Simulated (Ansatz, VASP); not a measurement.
WC3 in VASP and in Ansatz

File INCAR:

```
SYSTEM = WC3
ALGO = Normal ; EDIFF = 1E-7
EDIFFG = -0.01 ; ENCUT = 600
GGA = PE ; IBRION = 2
ISIF = 3 ; ISMEAR = 0
LASPH = .True. ; LCHARG = .False.
LREAL = .False. ; LWAVE = .False.
NELM = 80 ; NSW = 100
PREC = Accurate ; SIGMA = 0.1
```

KPOINTS

```
k-points
0
Gamma
  12 12 10
  0 0 0
```

File POSCAR:

```
WC3
1.0
    4.4358982408      0.0000000000      0.0000000000
   -2.2179491204      3.8416005651      0.0000000000
    0.0000000000      0.0000000000      4.3522531405
W C
2 6
Direct
    0.3333333333      0.6666666667      0.2500000000
    0.6666666667      0.3333333333      0.7500000000
    0.7820734080      0.5641468161      0.2500000000
    0.2179265920      0.7820734080      0.7500000000
    0.4358531839      0.2179265920      0.2500000000
    0.2179265920      0.4358531839      0.7500000000
    0.7820734080      0.2179265920      0.2500000000
    0.5641468161      0.7820734080      0.7500000000
```

Input for Ansatz:

```yaml
crystal:
  lattice:
    - [4.4358982408, 0.0, 0.0]
    - [-2.2179491204, 3.8416005651, 0.0]
    - [0.0, 0.0, 4.3522531405]
  atoms:
    - { symbol: W, position: [0.3333333333, 0.6666666667, 0.25] }
    - { symbol: W, position: [0.6666666667, 0.3333333333, 0.75] }
    - { symbol: C, position: [0.782073408, 0.5641468161, 0.25] }
    - { symbol: C, position: [0.217926592, 0.782073408, 0.75] }
    - { symbol: C, position: [0.4358531839, 0.217926592, 0.25] }
    - { symbol: C, position: [0.217926592, 0.4358531839, 0.75] }
    - { symbol: C, position: [0.782073408, 0.217926592, 0.25] }
    - { symbol: C, position: [0.5641468161, 0.782073408, 0.75] }
basis:
  ecutwfc: 420
kpoints:
  mp_grid: { grid: [12, 12, 10] }
hamiltonian:
  xc: pbe
scf:
  occupations: { method: gaussian, width: 0.1 }
output:
  forces: true
  stress: true
  eigenvalues: true
relax:
  adjacent_minimum: "off"
  f_tol: 0.01
  max_steps: 80
  cell: { stress_tol: 0.05 }
```

Alike in both runs: task relaxation of cell and atoms; functional PBE; k mesh 12 × 12 × 10; occupations gaussian, width 0.1 eV; no spin polarisation.

```csv
,VASP,Ansatz
version,VASP 6.6.1,Ansatz 0.2.0
potentials or method,"VASP PAW PBE potentials, release 64 (W_sv, C), cutoff 600 eV","scalar-relativistic, plane waves, PAW"
valence electrons in the cell,52,52
```

|  | VASP | Ansatz | Ansatz less VASP |
| --- | --- | --- | --- |
| gap on the k mesh at the Fermi level, each at its own relaxed structure (eV) | none | none | - |
| relaxed volume (Å³/atom) | 9.28 | 9.25 | -0.027 |
| relaxed length of the cell vector where the two differ most in proportion (Å) | 4.296 | 4.289 | -0.0067 |

A gap of «none» marks a metal or a gap that the smearing closes.

Neither program's run includes spin-orbit coupling.
